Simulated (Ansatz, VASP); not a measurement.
# Two plane-wave programs on Zr

Contents of INCAR:

```
SYSTEM = Zr
PREC = Accurate
ENCUT = 500
EDIFF = 1E-6
ISMEAR = 0
SIGMA = 0.0108
LREAL = .FALSE.
LASPH = .TRUE.
NELM = 120
ALGO = Normal
ISIF = 2
LWAVE = .FALSE.
LCHARG = .FALSE.
GGA = PE
NBANDS = 12
GGA_COMPAT = .FALSE.
```

File KPOINTS:

```
regular mesh
0
G
  14 14 14
  0 0 0
```

Contents of POSCAR:

```
Zr
1.0
    0.0000000000      2.1107310000      2.1107310000
    2.1107310000      0.0000000000      2.1107310000
    2.1107310000      2.1107310000      0.0000000000
Zr
1
Direct
    0.0000000000      0.0000000000      0.0000000000
```

Input for Ansatz:

```yaml
crystal:
  lattice:
    - [0.0, 2.110731, 2.110731]
    - [2.110731, 0.0, 2.110731]
    - [2.110731, 2.110731, 0.0]
  atoms:
    - { symbol: Zr, position: [0.0, 0.0, 0.0] }
  symmetry: { tolerance: 0.0003 }
kpoints:
  mp_grid: { grid: [14, 14, 14], shift: [0, 0, 0] }
  band_path:
    path:
      - [0.0, 0.0, 0.0]
      - [0.5, 0.0, 0.5]
      - [0.625, 0.25, 0.625]
      - [0.375, 0.375, 0.75]
      - [0.0, 0.0, 0.0]
      - [0.5, 0.5, 0.5]
      - [0.5, 0.25, 0.75]
      - [0.5, 0.0, 0.5]
    npoints: 8
magnetization:
  spin_polarized: false
scf:
  occupations: { method: gaussian, width: 0.0108 }
  lower_state_search: "off"
  max_iter: 200
hamiltonian:
  pseudopotentials: { kind: paw }
  xc: pbe
basis:
  ecutwfc: 420
  fft_grid_basis: typed
output:
  forces: true
  stress: true
  eigenvalues: true
  bader: true
  populations: true
  elf: true
  write_potential: true
  volumetric_format: npy
  dos:
    e_range: [-12, 8]
    de: 0.05
    projected: { site_lists: { Zr: [Zr] } }
checkpoint:
  read: saved_state
```

Alike in both runs: task single point; functional PBE; k mesh 14 × 14 × 14; occupations gaussian, width 0.0108 eV; no spin polarisation.

```csv
,VASP,Ansatz
version,VASP 6.6.1,Ansatz 0.2.0
potentials or method,"VASP PAW PBE potentials, release 64 (Zr_sv), cutoff 500 eV",PAW plane waves
valence electrons in the cell,12,12
```

VASP gave:

```
pressure (GPa) : 26.5
```

Question: Which values does Ansatz return?

Answer: Pressure (GPa): 26.4.
